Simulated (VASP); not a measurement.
Wanted: the native input for a VASP 6.6.1 run.

```
Task                   : single point
Functional             : PBE
Potentials or basis    : VASP PAW PBE potentials, release 64 (Ti_sv, B, F)
Cutoff                 : 520 eV
k mesh                 : 1 × 1 × 1
Occupations            : methfessel-paxton, width 0.1 eV
Spin                   : no spin polarisation
Dipole correction      : no
Further INCAR settings : LREAL = Auto; ALGO = Normal; EDIFF = 1e-06; NBANDS = 136
```

The structure of Ti12B24F (a cell with a defect) (F interstitial hop) lies in POSCAR:

```
Ti12B24F
1.0
    6.0635047200      0.0000000600      0.0000000000
   -4.5476286100      7.8767236400      0.0000000000
    0.0000000000      0.0000000000      6.4483601600
Ti B F
12 24 1
Direct
    0.0000692097     -0.0167286880     -0.0001482491
    0.0056888122     -0.0042823848      0.5000344150
    0.0424389199      0.3616208639     -0.0000522430
    0.0191525963      0.3433504848      0.5000348009
   -0.0038676104      0.6653780267      0.0000482679
   -0.0029660863      0.6645241036      0.4999153556
    0.4606223772     -0.0212699560     -0.0001758009
    0.4865313767     -0.0136380507      0.4999899611
    0.5073820248      0.3359620074      0.0000558671
    0.5124665503      0.3407973679      0.5000917743
    0.5105602879      0.6747805092     -0.0000587552
    0.5039170539      0.6672499971      0.5000359520
    0.1683093104      0.2176780067      0.2647718388
    0.3396187409      0.1190726008      0.2572097093
    0.1681508656      0.2176239045      0.7353784114
    0.3395884003      0.1190729685      0.7428079233
    0.1661709059      0.5503479630      0.2528672609
    0.3405396319      0.4512488899      0.2501562077
    0.1662295882      0.5503693729      0.7471345571
    0.3405140561      0.4511984494      0.7499262170
    0.1602163079      0.8813237451      0.2501798945
    0.3354761056      0.7826831001      0.2544058177
    0.1601598483      0.8812605850      0.7497863897
    0.3355379988      0.7826847093      0.7455905915
    0.6588241285      0.2156244203      0.2752796008
    0.8387884636      0.1192806538      0.3096743619
    0.6588888731      0.2155673148      0.7250120074
    0.8388081063      0.1192773266      0.6906664723
    0.6649765211      0.5478500443      0.2508424081
    0.8366501136      0.4484806228      0.2506186225
    0.6649669592      0.5478788180      0.7492579423
    0.8367274975      0.4485577608      0.7494480232
    0.6610066171      0.8810243563      0.2611921561
    0.8353988053      0.7831520488      0.2544363970
    0.6611219583      0.8811662976      0.7389131895
    0.8353201361      0.7831004264      0.7455877017
   -0.1767788211      0.1237951240      0.0005782444
```

The input as run:

INCAR

```
ALGO     = Normal         # electronic algorithm
EDIFF    = 1E-6           # SCF threshold, eV
ENCUT    = 520            # plane-wave cutoff, eV
GGA      = PE             # functional
ISIF     = 2              # what is computed and relaxed
ISMEAR   = 1              # smearing method
LASPH    = T              # aspherical terms in the spheres
LCHARG   = F              # write CHGCAR
LREAL    = Auto         
LWAVE    = F              # write WAVECAR
NBANDS   = 136            # bands
NELM     = 80             # most SCF steps
PREC     = Accurate       # precision mode
SIGMA    = 0.1            # smearing width, eV
```

KPOINTS

```
k-points
0
Gamma
  1 1 1
```

Potentials or basis: VASP PAW PBE potentials, release 64 (Ti_sv, B, F).

Run with:

```bash
$ cat potpaw_PBE.64/Ti_sv/POTCAR potpaw_PBE.64/B/POTCAR potpaw_PBE.64/F/POTCAR > POTCAR
$ mpirun -np 1 vasp_gam > vasp.out
```

It gave:

- Pressure: 12.7 GPa
- Largest force: 0.091 eV/Å

Caveat: the k points lie up to 1.20 Å⁻¹ apart; an odd number of electrons without spin polarisation forces a metal; a magnetic or distorted state may lie lower.

Run time: 89 s on 1 thread of Intel(R) Xeon(R) 6975P-C (Granite Rapids), with other jobs on the host, peak memory 0.37 GiB.
